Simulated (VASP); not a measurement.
Here is a VASP 6.6.1 calculation.

File INCAR:

```
SYSTEM = Na2MoH6
ALGO = Normal
EDIFF = 1E-7
ENCUT = 520
GGA = PE
ISIF = 2
ISMEAR = 0
LASPH = .TRUE.
LCHARG = .FALSE.
LREAL = .FALSE.
LWAVE = .FALSE.
NBANDS = 27
NELM = 60
PREC = Accurate
SIGMA = 0.1
```

KPOINTS

```
k-points
0
G
  6 6 2
  0 0 0
```

POSCAR

```
Na2MoH6
1.0
    3.4358624860      0.0000000000      0.0000000000
    0.0000000000      3.4358624860      0.0000000000
    0.0000000000      0.0000000000      8.6059739960
Na H Mo
2 6 1
Direct
    0.5000000000      0.5000000000      0.2983213025
    0.5000000000      0.5000000000      0.7016786975
    0.5000000000      0.0000000000      0.0000000000
    0.5000000000      0.0000000000      0.5000000000
    0.0000000000      0.5000000000      0.0000000000
    0.0000000000      0.5000000000      0.5000000000
    0.0000000000      0.0000000000      0.2126984802
    0.0000000000      0.0000000000      0.7873015198
    0.0000000000      0.0000000000      0.0000000000
```

Potentials or basis: VASP PAW PBE potentials, release 64 (Na_pv, H, Mo_sv).

Command:

```bash
$ cat potpaw_PBE.64/Na_pv/POTCAR potpaw_PBE.64/H/POTCAR potpaw_PBE.64/Mo_sv/POTCAR > POTCAR
$ mpirun -np 1 vasp_std > vasp.out
```

(1) What does it give for the largest force?

(2) What does it give for the pressure?

(3) What does it give for the band gap on the k mesh?

Answers

(1) 0.046 eV/Å.

(2) -0.3 GPa.

(3) zero (bands 17 and 18 overlap by 1.51 eV).

Caveat: the k points lie up to 0.37 Å⁻¹ apart, too coarse for converged energies and pressures of a metal; the cell differs from its parent crystal (atoms taken out).
